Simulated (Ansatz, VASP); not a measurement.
One calculation of NbP, two programs

```
Nb P
1.0
     2.82565    0.00000    0.00000
     0.00000    2.82565    0.00000
     0.00000    0.00000    2.82565
Nb P
1 1
Direct
  0.00000 0.00000 0.00000
  0.50000 0.50000 0.50000
```

Change from the starting cell: volume scaled by 0.75, PAW files.

Alike in both runs: task single point; functional PBE; k mesh 13 × 13 × 13; occupations fermi-dirac, width 0.1 eV; no spin polarisation.

|  | VASP | Ansatz |
| --- | --- | --- |
| version | VASP 6.6.1 | Ansatz 0.2.0 |
| potentials or method | VASP PAW PBE potentials, release 64 (Nb_sv, P) | PAW with Ansatz's default frozen-core files, scalar-relativistic |
| plane-wave cutoff (eV) | 520 | 420 |
| valence electrons in the cell | 18 | 18 |

```tsv
	VASP	Ansatz	Ansatz less VASP
pressure (GPa)	99.7	100.6	+0.91
```

Both programs put the cell under a high pressure, so it lies far from rest at this level.

Noted on VASP's run: the cell as given lies far from equilibrium.
